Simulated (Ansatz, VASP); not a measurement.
## MgO: VASP beside Ansatz

```
Mg O
1.0
     3.53923    0.00000    0.00000
    -1.76962    3.06507    0.00000
     0.00000    0.00000    3.76291
Mg O
2 2
Direct
  0.66667 0.33333 0.75000
  0.33333 0.66667 0.25000
  0.66667 0.33333 0.25000
  0.33333 0.66667 0.75000
```

Alike in both runs: task single point; functional PBEsol; k mesh 9 × 9 × 6; occupations gaussian, width 0.05 eV; no spin polarisation.

|  | VASP | Ansatz |
| --- | --- | --- |
| version | VASP 6.6.1 | Ansatz 0.2.0 |
| potentials or method | VASP PAW PBE potentials, release 64 (Mg, O), cutoff 520 eV | scalar-relativistic, plane waves, PAW |
| valence electrons in the cell | 16 | 32 |

```csv
,VASP,Ansatz,Ansatz less VASP
gap on the k mesh at the Fermi level (eV),3.73,3.74,+0.008
least direct gap on the mesh (eV),3.73,3.74,+0.008
pressure (GPa),19.3,19.4,+0.06
"traceless stress, the component that is largest in VASP (GPa)",28.68,28.19,-0.491
```

VASP's potentials were made for PBE, not for PBEsol, and Ansatz warns of the same on its side. VASP's potentials hold 16 valence electrons a cell and Ansatz's 32, so a difference there can come from the potentials and not from the codes.
